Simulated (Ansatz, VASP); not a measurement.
**Sn3As: VASP beside Ansatz**

File INCAR:

```
SYSTEM = Sn3As
PREC = Accurate
ENCUT = 520
EDIFF = 1E-6
ISMEAR = 0
SIGMA = 0.1
LREAL = .FALSE.
LASPH = .TRUE.
NELM = 100
ALGO = Fast
ISIF = 2
LWAVE = .FALSE.
LCHARG = .FALSE.
GGA = PE
NBANDS = 32
```

Contents of KPOINTS:

```
Automatic mesh
0
G
  12 12 12
  0 0 0
```

The input POSCAR:

```
Sn3As
1.0
   -3.0598768843      3.0598768843      3.0598768843
    3.0598768843     -3.0598768843      3.0598768843
    3.0598768843      3.0598768843     -3.0598768843
Sn As
3 1
Direct
    0.0000000000      0.5000000000      0.5000000000
    0.5000000000      0.0000000000      0.5000000000
    0.5000000000      0.5000000000      0.0000000000
    0.0000000000      0.0000000000      0.0000000000
```

Input for Ansatz:

```yaml
crystal:
  lattice:
    - [-3.0598768843, 3.0598768843, 3.0598768843]
    - [3.0598768843, -3.0598768843, 3.0598768843]
    - [3.0598768843, 3.0598768843, -3.0598768843]
  atoms:
    - { symbol: Sn, position: [0.0, 0.5, 0.5] }
    - { symbol: Sn, position: [0.5, 0.0, 0.5] }
    - { symbol: Sn, position: [0.5, 0.5, 0.0] }
    - { symbol: As, position: [0.0, 0.0, 0.0] }
basis:
  ecutwfc: 420
kpoints:
  mp_grid: { grid: [12, 12, 12] }
hamiltonian:
  xc: pbe
scf:
  occupations: { method: gaussian, width: 0.1 }
output:
  forces: true
  stress: true
  eigenvalues: true
  write_density: true
  write_potential: true
  elf: true
  volumetric_format: npy
```

Alike in both runs: task single point; functional PBE; k mesh 12 × 12 × 12; occupations gaussian, width 0.1 eV; no spin polarisation.

|  | VASP | Ansatz |
| --- | --- | --- |
| version | VASP 6.6.1 | Ansatz 0.2.0 |
| potentials or method | VASP PAW PBE potentials, release 64 (Sn_d, As), cutoff 520 eV | scalar-relativistic, plane waves, PAW |
| valence electrons in the cell | 47 | 57 |

VASP gave:

- gap on the k mesh at the Fermi level (eV): none
- pressure (GPa): -2.8

Problem. What did Ansatz give for the same quantities?

Solution. gap on the k mesh at the Fermi level (eV): none; pressure (GPa): -2.7.

A gap of «none» marks a metal or a gap that the smearing closes. VASP's potentials hold 47 valence electrons a cell and Ansatz's 57, so a difference there can come from the potentials and not from the codes.
